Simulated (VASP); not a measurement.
Wanted: the native input for a VASP 6.6.1 run.

```yaml
Task: single point
Functional: PBE
Potentials_or_basis: VASP PAW PBE potentials, release 64 (Ti_sv, H)
Cutoff: 520 eV
k_mesh: 5 × 6 × 1
Occupations: gaussian, width 0.1 eV
Spin: no spin polarisation
Dipole_correction: yes
Further_INCAR_settings: ALGO = Normal; EDIFF = 1e-06; NBANDS = 86
```

The structure of Ti6H lies in POSCAR:

```
Ti6H
1.0
    5.6639455763      0.0000000000      0.0000000000
    0.0000000000      4.5793473381      0.0000000000
    0.0000000000      0.0000000000     24.5506933039
Ti H
12 2
Direct
    0.2500000000      0.0000000000      0.1629281891
    0.7500000000      0.0000000000      0.1629281891
    0.0000000000      0.5000000000      0.2167736627
    0.5000000000      0.5000000000      0.2167736627
    0.2500000000      0.0000000000      0.2706191363
    0.7500000000      0.0000000000      0.2706191363
    0.2500000000      0.5000000000      0.3256599435
    0.7500000000      0.5000000000      0.3256599435
    0.0000000000      0.0000000000      0.3779650127
    0.5000000000      0.0000000000      0.3779650127
    0.2500000000      0.5000000000      0.4297513383
    0.7500000000      0.5000000000      0.4297513383
   -0.1042559453      0.0000000000      0.5763867085
    0.1042559453      0.0000000000      0.5763867085
```

These files were run (other wordings do the same):

INCAR

```
SYSTEM = Ti6H
  ALGO = Normal
  DIPOL = 0.5 0.5 0.337
  EDIFF = 1E-6
  ENCUT = 520
  GGA = PE
  IDIPOL = 3
  ISIF = 2
  ISMEAR = 0
  LASPH = .True.
  LCHARG = .False.
  LDIPOL = .True.
  LREAL = .False.
  LWAVE = .False.
  NBANDS = 86
  NELM = 80
  PREC = Accurate
  SIGMA = 0.1
```

KPOINTS

```
k-points
0
Gamma
  5 6 1
  0 0 0
```

Potentials or basis: VASP PAW PBE potentials, release 64 (Ti_sv, H).

The run is started by

```console
$ cat potpaw_PBE.64/Ti_sv/POTCAR potpaw_PBE.64/H/POTCAR > POTCAR
$ mpirun -np 1 vasp_std > vasp.out
```

It gave:

The largest force is 4.610 eV/Å and the band gap on the k mesh is zero (bands 73 and 74 overlap by 0.12 eV).

It took 51 min on 1 thread of Intel(R) Xeon(R) Platinum 8259CL CPU @ 2.50GHz (Skylake/Cascade Lake), with other jobs on the host, peak memory 0.87 GiB.
